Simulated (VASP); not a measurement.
# Gd (Im-3m) in VASP: notebook

Runs on Gd. Level: PBE. Tasks: single point.

Program: VASP 6.6.1. These are calculated values, not measurements. Logs are shortened: lines on timing, memory, paths and dates and some standing lists are left out, and cuts for length are marked.

## Step 1: The cell of the first run

It takes space group Im-3m (No. 229, cubic). The conventional cell has a = 3.526 Å, b = 3.526 Å, c = 3.526 Å, α = 90.00°, β = 90.00°, γ = 90.00°. Gd (site symmetry m-3m) has 14 Gd at 3.05 to 3.53 Å within 4.0 Å.

## Step 2: Single point, PBE, collinear spin, ferromagnetic start (volume scaled by 0.66)

Contents of INCAR:

```
PREC = Accurate
ENCUT = 520
EDIFF = 1E-6
ISMEAR = -1
SIGMA = 0.03
LREAL = False
LASPH = True
NELM = 150
ALGO = Normal
ISIF = 2
LWAVE = False
LCHARG = True
ISPIN = 2
MAGMOM = 7
LORBIT = 11
LMAXMIX = 6
GGA = PE
LELF = True
LVHAR = True
NBANDS = 19
```

Contents of KPOINTS:

```
Automatic mesh
0
Gamma
  11 11 11
```

Contents of POSCAR:

```
Gd
1.0
   -1.7630840075      1.7630840075      1.7630840075
    1.7630840075     -1.7630840075      1.7630840075
    1.7630840075      1.7630840075     -1.7630840075
Gd
1
Direct
    0.0000000000      0.0000000000      0.0000000000
```

Potentials or basis: VASP PAW PBE potentials, release 64 (Gd).

Started as:

```sh
cat potpaw_PBE.64/Gd/POTCAR > POTCAR
mpirun -np 1 vasp_std > vasp.out
```

OUTCAR:

```text
PREC = Accurate
   ENCUT = 520
   EDIFF = 1E-6
   ISMEAR = -1
   LREAL = False
   LASPH = True
   NELM = 150
   ISIF = 2
   ISPIN = 2
   LORBIT = 11
   GGA = PE

 ion  position               nearest neighbor table
   1  0.000  0.000  0.000-

  LATTYP: Found a body centered cubic cell.
 ALAT       =     3.5261680150

  Lattice vectors:

 A1 = (  -1.7630840075,   1.7630840075,   1.7630840075)
 A2 = (   1.7630840075,  -1.7630840075,   1.7630840075)
 A3 = (   1.7630840075,   1.7630840075,  -1.7630840075)

Analysis of symmetry for initial positions (statically):
=====================================================================
 Subroutine PRICEL returns:
 Original cell was already a primitive cell.

 Routine SETGRP: Setting up the symmetry group for a
 body centered cubic supercell.

 Subroutine GETGRP returns: Found 48 space group operations
 (whereof 48 operations were pure point group operations)
 out of a pool of 48 trial point group operations.

The static configuration has the point symmetry O_h .

Analysis of symmetry for dynamics (positions and initial velocities):
=====================================================================
 Subroutine PRICEL returns:
 Original cell was already a primitive cell.

 Routine SETGRP: Setting up the symmetry group for a
 body centered cubic supercell.

 Subroutine GETGRP returns: Found 48 space group operations
 (whereof 48 operations were pure point group operations)
 out of a pool of 48 trial point group operations.

The dynamic configuration has the point symmetry O_h .

Analysis of structural, dynamic, and magnetic symmetry:
=====================================================================
 Subroutine PRICEL returns:
 Original cell was already a primitive cell.

 Routine SETGRP: Setting up the symmetry group for a
 body centered cubic supercell.

 Subroutine GETGRP returns: Found 48 space group operations
 (whereof 48 operations were pure point group operations)
 out of a pool of 48 trial point group operations.

The overall configuration has the point symmetry O_h .

 Subroutine INISYM returns: Found 48 space group operations
 (whereof 48 operations are pure point group operations),
 and found     1 'primitive' translations

----------------------------------------------------------------------------------------

                                     Primitive cell

  volume of cell :      21.9219

  direct lattice vectors                    reciprocal lattice vectors
    -1.763084008  1.763084008  1.763084008     0.000000000  0.283593974  0.283593974
     1.763084008 -1.763084008  1.763084008     0.283593974  0.000000000  0.283593974
     1.763084008  1.763084008 -1.763084008     0.283593974  0.283593974  0.000000000

  length of vectors
     3.053751079  3.053751079  3.053751079     0.401062444  0.401062444  0.401062444

  position of ions in fractional coordinates (direct lattice)
     0.000000000  0.000000000  0.000000000

  ion indices of the primitive-cell ions
   primitive index   ion index
                 1           1

----------------------------------------------------------------------------------------

 KPOINTS: Automatic mesh

Automatic generation of k-mesh.
 Grid dimensions read from file:
 generate k-points for:   11   11   11

 Generating k-lattice:

  Cartesian coordinates                     Fractional coordinates (reciprocal lattice)
     0.000000000  0.025781270  0.025781270     0.090909091  0.000000000  0.000000000
     0.025781270  0.000000000  0.025781270     0.000000000  0.090909091  0.000000000
     0.025781270  0.025781270  0.000000000     0.000000000  0.000000000  0.090909091

  Length of vectors
     0.036460222  0.036460222  0.036460222

  Shift w.r.t. Gamma in fractional coordinates (k-lattice)
     0.000000000  0.000000000  0.000000000

 Subroutine IBZKPT returns following result:
 ===========================================

 Found     56 irreducible k-points:

 Following reciprocal coordinates:
            Coordinates               Weight
  0.000000  0.000000  0.000000      1.000000
  0.090909  0.000000  0.000000     12.000000
  0.181818  0.000000  0.000000     12.000000
  0.272727  0.000000  0.000000     12.000000
  0.363636  0.000000  0.000000     12.000000
  0.454545  0.000000  0.000000     12.000000
[... 16 lines left out ...]
  0.272727  0.181818  0.090909     48.000000
  0.363636  0.181818  0.090909     24.000000
 [... further k-points ...]
   k-points           NKPTS =     56   k-points in BZ     NKDIM =     56   number of bands    NBANDS=     19
   number of dos      NEDOS =    301   number of ions     NIONS =      1
   total plane-waves  NPLWV =  13824
   dimension x,y,z NGX =    24 NGY =   24 NGZ =   24
   dimension x,y,z NGXF=    48 NGYF=   48 NGZF=   48
   ions per type =               1
   NGX,Y,Z   is equivalent  to a cutoff of  13.07, 13.07, 13.07 a.u.
   NGXF,Y,Z  is equivalent  to a cutoff of  26.13, 26.13, 26.13 a.u.
 SYSTEM =  unknown system
   PREC   = accura    normal or accurate (medium, high low for compatibility)
   ISTART =      0    job   : 0-new  1-cont  2-samecut
   ICHARG =      2    charge: 1-file 2-atom 10-const
   ISPIN  =      2    spin polarized calculation?
   LNONCOLLINEAR =      F non collinear calculations
   LSORBIT =      F    spin-orbit coupling
   LASPH  =      T    aspherical Exc in radial PAW
   ENCUT  =  520.0 eV  38.22 Ry    6.18 a.u.   5.68  5.68  5.68*2*pi/ulx,y,z
   NELM   =    150;   NELMIN=  2; NELMDL= -5     # of ELM steps
   EDIFF  = 0.1E-05   stopping-criterion for ELM
   LREAL  =      F    real-space projection
   EDIFFG = 0.1E-04   stopping-criterion for IOM
   NSW    =      0    number of steps for IOM
   IBRION =     -1    ionic relax: 0-MD 1-quasi-New 2-CG
   NFREE  =      0    steps in history (QN), initial steepest desc. (CG)
   ISIF   =      2    stress and relaxation
   ISYM   =      2    0-nonsym 1-usesym 2-fastsym
   POTIM  = 0.5000    time-step for ionic-motion
   TEBEG  =    0.0;   TEEND  =   0.0 temperature during run
   PSTRESS=    0.0 pullay stress
   NELECT =      18.0000    total number of electrons
   NUPDOWN=      -1.0000    fix difference up-down
   EMIN   =  10.00;   EMAX   =-10.00  energy-range for DOS
   EFERMI =   0.00;   METHOD = LEGACY
   ISMEAR =    -1;   SIGMA  =   0.03  broadening in eV -4-tet -1-fermi 0-gaus
   EFERMI_NEDOS =   21; number of points for ismear=-14 and -15
   IALGO  =     38    algorithm
   IMIX   =      4    mixing-type and parameters
     AMIX     =   0.40;   BMIX     =  1.00
     AMIX_MAG =   1.60;   BMIX_MAG =  1.00
  volume/ion in A,a.u.               =      21.92       147.94
  Fermi-wavevector in a.u.,A,eV,Ry     =   1.532990  2.896931 31.974486  2.350058
  Thomas-Fermi vector in A             =   2.640119
   LORBIT       =     11    0 simple, 1 ext, 2 COOP (PROOUT), +10 PAW based schemes
   GGA     = PE    functional components
   LHFCALC =     F    Hartree Fock is set to
   AEXX    =    0.0000 exact exchange contribution
   IVDW    =     0    specifies the selected vdW correction
   LEPSILON=     F    determine dielectric tensor
   LRPA    =     F    only Hartree local field effects (RPA)
 spin polarized calculation
  energy-cutoff  :      520.00
  volume of cell :       21.92
 maximum number of plane-waves:       603
   NGX = 11   NGY = 11   NGZ = 11

 number of electron      18.0000000 magnetization       7.5961522

 Free energy of the ion-electron system (eV)
  ---------------------------------------------------
  ext. energy  EPLUGINS =         0.00000000
  ---------------------------------------------------
  free energy    TOTEN  =       -10.90592967 eV

  energy without entropy =      -10.90207400  energy(sigma->0) =      -10.90400184

 E-fermi :   5.1891     XC(G=0): -11.9760

 val. band max:        5.1854736989   @ k =   0.1818   0.1818   0.0909
 cond. band min:       5.2077601269   @ k =  -0.4545  -0.4545   0.1818
 fundamental gap:      0.0222864280
 Fermi energy:         5.1890771058

 spin component 1

 k-point     1 :       0.0000    0.0000    0.0000
  band No.  band energies     occupation
      1     -39.6933      1.00000
      2     -15.9147      1.00000
      3     -15.9147      1.00000
      4     -15.9147      1.00000
      5      -0.0926      1.00000
      6       0.7334      1.00000
[... 11 lines left out ...]
     18      17.7360      0.00000
     19      17.7360      0.00000

 k-point     2 :       0.0909    0.0000    0.0000
  band No.  band energies     occupation
      1     -39.6656      1.00000
      2     -16.1327      1.00000
      3     -15.9759      1.00000
      4     -15.9178      1.00000
      5       0.3046      1.00000
      6       0.7409      1.00000
[... 476 lines left out ...]
 k-point    24 :       0.3636    0.1818    0.0909
  band No.  band energies     occupation
      1     -39.3107      1.00000
      2     -17.8782      1.00000
      3     -17.0117      1.00000
      4     -16.3447      1.00000
      5       0.8405      1.00000
      6       0.8611      1.00000
[... 11 lines left out ...]
     18      16.7984      0.00000
     19      17.9241      0.00000

 [... further k-points ...]

 spin component 2

 k-point     1 :       0.0000    0.0000    0.0000
  band No.  band energies     occupation
      1     -36.4888      1.00000
      2     -13.4189      1.00000
      3     -13.4189      1.00000
      4     -13.4189      1.00000
      5       1.0842      1.00000
      6       5.8899      0.00000
[... 11 lines left out ...]
     18      19.0483      0.00000
     19      19.0483      0.00000

 k-point     2 :       0.0909    0.0000    0.0000
  band No.  band energies     occupation
      1     -36.4560      1.00000
      2     -13.6748      1.00000
      3     -13.4880      1.00000
      4     -13.4236      1.00000
      5       1.5098      1.00000
      6       5.8235      0.00000
[... 476 lines left out ...]
 k-point    24 :       0.3636    0.1818    0.0909
  band No.  band energies     occupation
      1     -36.0317      1.00000
      2     -15.6727      1.00000
      3     -14.6822      1.00000
      4     -13.9295      1.00000
      5       4.6551      1.00000
      6       5.6395      0.00000
[... 11 lines left out ...]
     18      18.4110      0.00000
     19      19.1915      0.00000

 [... further k-points ...]
[... 5 lines left out ...]
  --------------------------------------------------------------------------------------
  -------------------------------------------------------------------------------------
  Total        3.7510930      3.7510930      3.7510930      0.0000000     -0.0000000      0.0000000
  in kB      274.1507298    274.1507298    274.1507298      0.0000000     -0.0000000      0.0000000
  external PRESSURE =     274.1507298 kB  Pullay stress =       0.0000000 kB

 VOLUME and BASIS-vectors are now :
 -----------------------------------------------------------------------------
  energy-cutoff  :      520.00
  volume of cell :       21.92
      direct lattice vectors                 reciprocal lattice vectors
    -1.763084008  1.763084008  1.763084008     0.000000000  0.283593974  0.283593974
     1.763084008 -1.763084008  1.763084008     0.283593974  0.000000000  0.283593974
     1.763084008  1.763084008 -1.763084008     0.283593974  0.283593974  0.000000000

 POSITION                                       TOTAL-FORCE (eV/Angst)
 -----------------------------------------------------------------------------------
      0.00000      0.00000      0.00000         0.000000     -0.000000      0.000000
 -----------------------------------------------------------------------------------
    total drift:                                0.000000      0.000000      0.000000

  FREE ENERGIE OF THE ION-ELECTRON SYSTEM (eV)
  ---------------------------------------------------
  free  energy   TOTEN  =       -10.9059296741 eV

  energy  without entropy=      -10.9020740015  energy(sigma->0) =      -10.90400184

 total charge

# of ion       s       p       d       f       tot
--------------------------------------------------
    1        2.097   5.530   0.893   6.967  15.487

 magnetization (x)

# of ion       s       p       d       f       tot
--------------------------------------------------
    1        0.010  -0.046   0.304   6.786   7.054
```

It took 34 s on 1 thread of Intel Xeon 6975P-C (Granite Rapids), shared host; peak memory 0.18 GiB.

Results:

```
Free energy                                           : -10.9059 eV
Pressure                                              : 27.4 GPa
Net moment                                            : 7.60 μB per cell
Site moments                                          : Gd +7.05 μB
Valence electrons inside the program's atomic spheres : Gd 15.49
```

Caveat: spin-orbit coupling is left out, which moves the levels of the heavy elements. The state reached can hang on the start; a lower one may exist.

(Part 1 of 2 ends here.)
